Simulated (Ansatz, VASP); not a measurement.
# One calculation of Be, two programs

```
Be
1.0
     3.71533    0.00000    0.00000
     0.00000    3.71533    0.00000
     0.00000    0.00000    2.26211
Be
4
Direct
  0.29741 0.29741 0.00000
  0.70259 0.70259 0.00000
  0.20259 0.79741 0.50000
  0.79741 0.20259 0.50000
```

Alike in both runs: task single point; functional r2SCAN; k mesh 6 × 6 × 10; occupations fermi-dirac, width 0.15 eV; no spin polarisation.

```csv
,VASP,Ansatz
version,VASP 6.6.1,Ansatz 0.2.0
potentials or method,"VASP PAW PBE potentials, release 64 (Be)","plane waves, norm-conserving potentials"
plane-wave cutoff (eV),660,1520
valence electrons in the cell,8,16
```

Ansatz gave:

| Quantity | Value |
| --- | --- |
| gap on the k mesh at the Fermi level (eV) | none |
| pressure (GPa) | 3.5 |
| traceless stress, the component that is largest in VASP (GPa) | 1.54 |

Task: What did VASP give for the same quantities?

Result: gap on the k mesh at the Fermi level (eV): none; pressure (GPa): 3.5; traceless stress, the component that is largest in VASP (GPa): 1.52.

VASP's potentials were made for PBE, not for r2SCAN. A gap of «none» marks a metal or a gap that the smearing closes. With one functional, cell and mesh, what is left measures potentials, basis and numerics. VASP's potentials hold 8 valence electrons a cell and Ansatz's 16, so a difference there can come from the potentials and not from the codes. Ansatz's warnings: stress scf threshold loose.
